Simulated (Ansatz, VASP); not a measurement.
# One calculation of P, two programs

Contents of INCAR:

```
SYSTEM = P
ALGO     = Normal         ! electronic algorithm
EDIFF    = 1E-6           ! SCF threshold, eV
ENCUT    = 520            ! plane-wave cutoff, eV
GGA      = PS             ! functional
ISIF     = 2              ! what is computed and relaxed
ISMEAR   = 0              ! smearing method
LASPH    = .TRUE.         ! aspherical terms in the spheres
LCHARG   = .FALSE.        ! write CHGCAR
LREAL    = .FALSE.        ! projectors in reciprocal space
LWAVE    = .FALSE.        ! write WAVECAR
NBANDS   = 8              ! bands
NELM     = 100            ! most SCF steps
PREC     = Accurate       ! precision mode
SIGMA    = 0.15           ! smearing width, eV
```

Contents of KPOINTS:

```
k-points
0
G
  12 12 12
  0 0 0
```

The input POSCAR:

```
P
1.0
    4.2729048574      0.0106822621      0.0000000000
    0.0106822621      4.2729048574      0.0000000000
    0.0000000000      0.0000000000      4.3780000000
P
1
Direct
    0.0000000000      0.0000000000      0.0000000000
```

Input for Ansatz:

```yaml
crystal:
  lattice:
    - [4.2729048574, 0.0106822621, 0.0]
    - [0.0106822621, 4.2729048574, 0.0]
    - [0.0, 0.0, 4.378]
  atoms:
    - { symbol: P, position: [0.0, 0.0, 0.0] }
basis:
  ecutwfc: 420
kpoints:
  mp_grid: { grid: [12, 12, 12] }
hamiltonian:
  xc: pbesol
scf:
  occupations: { method: gaussian, width: 0.15 }
output:
  forces: true
  stress: true
  eigenvalues: true
```

Change from the starting cell: strain +0.0050 x Voigt [0, 0, 0, 0, 0, 1], atoms carried along.

Alike in both runs: task single point; functional PBEsol; k mesh 12 × 12 × 12; occupations gaussian, width 0.15 eV; no spin polarisation.

|  | VASP | Ansatz |
| --- | --- | --- |
| version | VASP 6.6.1 | Ansatz 0.2.0 |
| potentials or method | VASP PAW PBE potentials, release 64 (P), cutoff 520 eV | scalar-relativistic, plane waves, PAW |
| valence electrons in the cell | 5 | 5 |

|  | VASP | Ansatz | Ansatz less VASP |
| --- | --- | --- | --- |
| gap on the k mesh at the Fermi level (eV) | none | none | - |
| pressure (GPa) | -3.9 | -3.8 | +0.01 |
| traceless stress, the component that is largest in VASP (GPa) | 0.28 | 0.28 | 0.000 |

VASP's potentials were made for PBE, not for PBEsol. A gap of «none» marks a metal or a gap that the smearing closes. With one functional, cell and mesh, what is left measures potentials, basis and numerics.
